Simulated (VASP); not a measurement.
# PbS (gw) (Fm-3m) in VASP: a series of runs

The runs below take PbS (gw) through single point, with PBEsol.

All numbers are computed with VASP 6.6.1; they aren't measurements. Logs are shortened: lines on timing, memory, paths and dates and some standing lists are left out, and cuts for length are marked.

**1. The cell of the first run**

The structure is cubic, space group Fm-3m (No. 225). The conventional cell has a = 5.904 Å, b = 5.904 Å, c = 5.904 Å, α = 90.00°, β = 90.00°, γ = 90.00°. Pb (site symmetry m-3m) has 6 S at 2.95 Å within 3.9 Å. Within 3.9 Å of S (site symmetry m-3m) lie 6 Pb at 2.95 Å.

**2. Single point, PBEsol**

The input, INCAR:

```
PREC     = Accurate       # precision mode
ENCUT    = 500            # plane-wave cutoff, eV
EDIFF    = 1E-6           # SCF threshold, eV
ISMEAR   = 0              # smearing method
SIGMA    = 0.01           # smearing width, eV
LREAL    = F              # projectors in reciprocal space
LASPH    = T              # aspherical terms in the spheres
NELM     = 120            # most SCF steps
ALGO     = Normal         # electronic algorithm
ISIF     = 2              # what is computed and relaxed
LWAVE    = F              # write WAVECAR
LCHARG   = F              # write CHGCAR
GGA      = PS             # functional
NBANDS   = 17             # bands
GGA_COMPAT= F
```

The input, KPOINTS:

```
Automatic mesh
0
Gamma
  4 4 4
```

The input, POSCAR:

```
PbS
1.0
    0.0000000000      2.9518857372      2.9518857372
    2.9518857372      0.0000000000      2.9518857372
    2.9518857372      2.9518857372      0.0000000000
Pb S
1 1
Direct
    0.0000000000      0.0000000000      0.0000000000
    0.5000000000      0.5000000000      0.5000000000
```

Potentials or basis: VASP PAW PBE potentials, release 64 (Pb_d, S).

Started as:

```sh
cat potpaw_PBE.64/Pb_d/POTCAR potpaw_PBE.64/S/POTCAR > POTCAR
mpirun -np 1 vasp_std > vasp.out
```

OUTCAR:

```text
PREC = Accurate
   ENCUT = 500
   EDIFF = 1E-6
   ISMEAR = 0
   LREAL = F
   LASPH = T
   NELM = 120
   ISIF = 2
   GGA = PS

 ion  position               nearest neighbor table
   1  0.000  0.000  0.000-   2 2.95   2 2.95   2 2.95   2 2.95   2 2.95   2 2.95
   2  0.500  0.500  0.500-   1 2.95   1 2.95   1 2.95   1 2.95   1 2.95   1 2.95

  LATTYP: Found a face centered cubic cell.
 ALAT       =     5.9037714744

  Lattice vectors:

 A1 = (   0.0000000000,   2.9518857372,   2.9518857372)
 A2 = (   2.9518857372,   0.0000000000,   2.9518857372)
 A3 = (   2.9518857372,   2.9518857372,   0.0000000000)

Analysis of symmetry for initial positions (statically):
=====================================================================
 Subroutine PRICEL returns:
 Original cell was already a primitive cell.

 Routine SETGRP: Setting up the symmetry group for a
 face centered cubic supercell.

 Subroutine GETGRP returns: Found 48 space group operations
 (whereof 48 operations were pure point group operations)
 out of a pool of 48 trial point group operations.

The static configuration has the point symmetry O_h .

Analysis of symmetry for dynamics (positions and initial velocities):
=====================================================================
 Subroutine PRICEL returns:
 Original cell was already a primitive cell.

 Routine SETGRP: Setting up the symmetry group for a
 face centered cubic supercell.

 Subroutine GETGRP returns: Found 48 space group operations
 (whereof 48 operations were pure point group operations)
 out of a pool of 48 trial point group operations.

The dynamic configuration has the point symmetry O_h .

 Subroutine INISYM returns: Found 48 space group operations
 (whereof 48 operations are pure point group operations),
 and found     1 'primitive' translations

----------------------------------------------------------------------------------------

                                     Primitive cell

  volume of cell :      51.4433

  direct lattice vectors                    reciprocal lattice vectors
     0.000000000  2.951885737  2.951885737    -0.169383250  0.169383250  0.169383250
     2.951885737  0.000000000  2.951885737     0.169383250 -0.169383250  0.169383250
     2.951885737  2.951885737  0.000000000     0.169383250  0.169383250 -0.169383250

[... 61 lines left out ...]
   LNONCOLLINEAR =      F non collinear calculations
   LSORBIT =      F    spin-orbit coupling
   LASPH  =      T    aspherical Exc in radial PAW
   ENCUT  =  500.0 eV  36.75 Ry    6.06 a.u.   7.61  7.61  7.61*2*pi/ulx,y,z
   NELM   =    120;   NELMIN=  2; NELMDL= -5     # of ELM steps
   EDIFF  = 0.1E-05   stopping-criterion for ELM
   LREAL  =      F    real-space projection
   EDIFFG = 0.1E-04   stopping-criterion for IOM
   NSW    =      0    number of steps for IOM
   IBRION =     -1    ionic relax: 0-MD 1-quasi-New 2-CG
   NFREE  =      0    steps in history (QN), initial steepest desc. (CG)
   ISIF   =      2    stress and relaxation
   ISYM   =      2    0-nonsym 1-usesym 2-fastsym
   POTIM  = 0.5000    time-step for ionic-motion
   TEBEG  =    0.0;   TEEND  =   0.0 temperature during run
   PSTRESS=    0.0 pullay stress
   NELECT =      20.0000    total number of electrons
   NUPDOWN=      -1.0000    fix difference up-down
   EMIN   =  10.00;   EMAX   =-10.00  energy-range for DOS
   EFERMI =   0.00;   METHOD = LEGACY
   ISMEAR =     0;   SIGMA  =   0.01  broadening in eV -4-tet -1-fermi 0-gaus
   EFERMI_NEDOS =   21; number of points for ismear=-14 and -15
   IALGO  =     38    algorithm
   IMIX   =      4    mixing-type and parameters
     AMIX     =   0.40;   BMIX     =  1.00
     AMIX_MAG =   1.60;   BMIX_MAG =  1.00
  volume/ion in A,a.u.               =      25.72       173.58
  Fermi-wavevector in a.u.,A,eV,Ry     =   1.194837  2.257914 19.424156  1.427635
  Thomas-Fermi vector in A             =   2.330817
   LORBIT       =      0    0 simple, 1 ext, 2 COOP (PROOUT), +10 PAW based schemes
   GGA     = PS    functional components
   LHFCALC =     F    Hartree Fock is set to
   AEXX    =    0.0000 exact exchange contribution
   IVDW    =     0    specifies the selected vdW correction
   LEPSILON=     F    determine dielectric tensor
   LRPA    =     F    only Hartree local field effects (RPA)
 non-spin polarized calculation
 Gauss-broadening in eV      SIGMA  =   0.01
  energy-cutoff  :      500.00
  volume of cell :       51.44
 maximum number of plane-waves:      1323
   NGX = 15   NGY = 15   NGZ = 15

 number of electron      20.0000006 magnetization

 Free energy of the ion-electron system (eV)
  ---------------------------------------------------
  ext. energy  EPLUGINS =         0.00000000
  ---------------------------------------------------
  free energy    TOTEN  =        -9.44314067 eV

  energy without entropy =       -9.44314067  energy(sigma->0) =       -9.44314067

 E-fermi :   5.9506     XC(G=0):  -9.9549

 val. band max:        5.8887978196   @ k =   0.5000   0.0000   0.0000
 cond. band min:       6.0904173576   @ k =   0.5000   0.0000   0.0000
 fundamental gap:      0.2016195380
 Fermi energy:         5.9505913246

 k-point     1 :       0.0000    0.0000    0.0000
  band No.  band energies     occupation
      1     -10.8911      2.00000
      2     -10.8911      2.00000
      3     -10.8911      2.00000
      4     -10.8786      2.00000
      5     -10.8786      2.00000
      6      -7.8600      2.00000
[... 137 lines left out ...]
      4     -10.8736      2.00000
      5     -10.8249      2.00000
      6      -6.0485      2.00000
[... 9 lines left out ...]
     16      17.8712      0.00000
     17      18.1195      0.00000

------------------------ aborting loop because EDIFF is reached ----------------------------------------

  FORCE on cell =-STRESS in cart. coord.  units (eV):
  Direction    XX          YY          ZZ          XY          YZ          ZX
  --------------------------------------------------------------------------------------
  -------------------------------------------------------------------------------------
  Total        0.0061570      0.0061570      0.0061570      0.0000000     -0.0000000     -0.0000000
  in kB        0.1917555      0.1917555      0.1917555      0.0000000     -0.0000000     -0.0000000
  external PRESSURE =       0.1917555 kB  Pullay stress =       0.0000000 kB

 VOLUME and BASIS-vectors are now :
 -----------------------------------------------------------------------------
  energy-cutoff  :      500.00
  volume of cell :       51.44
      direct lattice vectors                 reciprocal lattice vectors
     0.000000000  2.951885737  2.951885737    -0.169383250  0.169383250  0.169383250
     2.951885737  0.000000000  2.951885737     0.169383250 -0.169383250  0.169383250
     2.951885737  2.951885737  0.000000000     0.169383250  0.169383250 -0.169383250

 POSITION                                       TOTAL-FORCE (eV/Angst)
 -----------------------------------------------------------------------------------
      0.00000      0.00000      0.00000         0.000000      0.000000      0.000000
      2.95189      2.95189      2.95189        -0.000000     -0.000000     -0.000000
 -----------------------------------------------------------------------------------
    total drift:                               -0.000000      0.000000      0.000000

  FREE ENERGIE OF THE ION-ELECTRON SYSTEM (eV)
  ---------------------------------------------------
  free  energy   TOTEN  =        -9.4431406685 eV

  energy  without entropy=       -9.4431406685  energy(sigma->0) =       -9.44314067
```

stdout:

```text
POSCAR found type information on POSCAR PbS
 POSCAR found :  2 types and       2 ions
 scaLAPACK will be used
 -----------------------------------------------------------------------------
|                                                                             |
|                                                                             |
|     You enforced a specific xc type in the INCAR file but a different       |
|     I HOPE YOU KNOW WHAT YOU ARE DOING!                                     |
|                                                                             |
 -----------------------------------------------------------------------------

 LDA part: xc-table for (Slater+PW92), standard interpolation
 POSCAR, INCAR and KPOINTS ok, starting setup
 FFT: planning ... GRIDC
 FFT: planning ... GRID_SOFT
 FFT: planning ... GRID
 WAVECAR not read
 entering main loop
```

Run time: 3.9 s. Hardware: 1 thread of Intel Xeon 6975P-C (Granite Rapids), shared host; peak memory 0.16 GiB.

What came out:

```yaml
Free_energy: -9.4431 eV
Pressure: 0.0 GPa
Band_gap_on_the_k_mesh: 0.20 eV, direct
```

Caveat: the k points lie up to 0.46 Å⁻¹ apart; the PAW data sets were made with another functional, which shifts forces and pressure a little; spin-orbit coupling is left out, which moves the levels of the heavy elements. A k mesh can miss the band edges.

**3. Single point, PBEsol**

The input, INCAR:

```
SYSTEM = PbS
PREC = Accurate
ENCUT = 500
EDIFF = 1E-6
ISMEAR = 0
SIGMA = 0.01
LREAL = .FALSE.
LASPH = .TRUE.
NELM = 120
ALGO = Normal
ISIF = 2
LWAVE = .FALSE.
LCHARG = .FALSE.
GGA = PS
NBANDS = 17
GGA_COMPAT = .FALSE.
```

The input, KPOINTS:

```
Automatic mesh
0
G
  4 4 4
  0 0 0
```

POSCAR is that of step 2.

Potentials or basis: VASP PAW PBE potentials, release 64 (Pb_d, S).

Started as:

```sh
cat potpaw_PBE.64/Pb_d/POTCAR potpaw_PBE.64/S/POTCAR > POTCAR
mpirun -np 1 vasp_std > vasp.out
```

Wall time 3.9 s (1 thread of Intel Xeon 6975P-C (Granite Rapids), shared host); peak memory 0.16 GiB.

It converged, with:

- Free energy: -9.4431 eV
- Pressure: 0.0 GPa
- Band gap on the k mesh: 0.20 eV, direct

Levels at points of the mesh, in eV from the valence-band top:
```
           k point  band 8  band 9  band 10  band 11  band 12  band 13
(0.00, 0.00, 0.00)   -2.26   -2.26    -2.26     5.19     5.19     5.19
(0.50, 0.00, 0.00)   -1.85   -1.85     0.00     0.20     1.85     1.85
(0.50, 0.50, 0.00)   -5.39   -3.57    -3.57     3.64     5.56     5.68
```

Caveat: the k points lie up to 0.46 Å⁻¹ apart; the PAW data sets were made with another functional, which shifts forces and pressure a little; spin-orbit coupling is left out, which moves the levels of the heavy elements.
